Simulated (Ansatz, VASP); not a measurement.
**TiO2: VASP beside Ansatz**

```
CELL_PARAMETERS angstrom
4.38129 0.00000 0.00000
0.00000 4.38129 0.00000
0.00000 0.00000 2.79656
ATOMIC_POSITIONS crystal
Ti 0.00000 0.00000 0.00000
Ti 0.50000 0.50000 0.50000
O 0.30510 0.30510 0.00000
O 0.19490 0.80510 0.50000
O 0.69490 0.69490 0.00000
O 0.80510 0.19490 0.50000
```

Alike in both runs: task single point; functional PBE; k mesh 8 × 8 × 10; occupations gaussian, width 0.05 eV; no spin polarisation.

|  | VASP | Ansatz |
| --- | --- | --- |
| version | VASP 6.6.1 | Ansatz 0.2.0 |
| potentials or method | VASP PAW PBE potentials, release 64 (Ti_sv, O), cutoff 520 eV | scalar-relativistic, plane waves, PAW |
| valence electrons in the cell | 48 | 48 |

Ansatz gave:

* gap on the k mesh at the Fermi level (eV): 2.31
* least direct gap on the mesh (eV): 2.31
* rms of the force components (eV/Å): 0.530

Task: What did VASP give for the same quantities?

Result: gap on the k mesh at the Fermi level (eV): 2.27; least direct gap on the mesh (eV): 2.27; rms of the force components (eV/Å): 0.545.

Atom by atom the forces differ by 0.014 eV/Å (rms over components).
